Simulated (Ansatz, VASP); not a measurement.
**As in VASP and in Ansatz**

File INCAR:

```
SYSTEM = As
ALGO = Fast ; EDIFF = 1E-6
EDIFFG = -0.01 ; ENCUT = 600
GGA = PE ; IBRION = 2
ISIF = 3 ; ISMEAR = 0
LASPH = .TRUE. ; LCHARG = .FALSE.
LREAL = .FALSE. ; LWAVE = .FALSE.
NELM = 60 ; NSW = 100
PREC = Accurate ; SIGMA = 0.1
```

Contents of KPOINTS:

```
k-points
0
G
  28 28 28
  0 0 0
```

File POSCAR:

```
As
1.0
   -1.3679745659      1.3679745659      2.6454591554
    1.3679745659     -1.3679745659      2.6454591554
    1.3679745659      1.3679745659     -2.6454591554
As
1
Direct
    0.0000000000      0.0000000000      0.0000000000
```

Input for Ansatz:

```yaml
crystal:
  lattice:
    - [-1.3679745659, 1.3679745659, 2.6454591554]
    - [1.3679745659, -1.3679745659, 2.6454591554]
    - [1.3679745659, 1.3679745659, -2.6454591554]
  atoms:
    - { symbol: As, position: [0.0, 0.0, 0.0] }
basis:
  ecutwfc: 420
kpoints:
  mp_grid: { grid: [28, 28, 28] }
hamiltonian:
  xc: pbe
scf:
  occupations: { method: gaussian, width: 0.1 }
output:
  forces: true
  stress: true
  eigenvalues: true
relax:
  adjacent_minimum: "off"
  f_tol: 0.01
  max_steps: 80
  cell: { stress_tol: 0.05 }
```

Alike in both runs: task relaxation of cell and atoms; functional PBE; k mesh 28 × 28 × 28; occupations gaussian, width 0.1 eV; no spin polarisation.

|  | VASP | Ansatz |
| --- | --- | --- |
| version | VASP 6.6.1 | Ansatz 0.2.0 |
| potentials or method | VASP PAW PBE potentials, release 64 (As), cutoff 600 eV | scalar-relativistic, plane waves, PAW |
| valence electrons in the cell | 5 | 15 |

Ansatz gave:

```
gap on the k mesh at the Fermi level, each at its own relaxed structure (eV) : none
relaxed volume (Å³/atom)                                                     : 19.89
relaxed length of the cell vector where the two differ most in proportion (Å)              : 3.293
```

Problem. Estimate VASP's values.

Solution. gap on the k mesh at the Fermi level, each at its own relaxed structure (eV): none; relaxed volume (Å³/atom): 19.92; relaxed length of the cell vector where the two differ most in proportion (Å): 3.295.

A gap of «none» marks a metal or a gap that the smearing closes. VASP's potentials hold 5 valence electrons a cell and Ansatz's 15, so a difference there can come from the potentials and not from the codes.
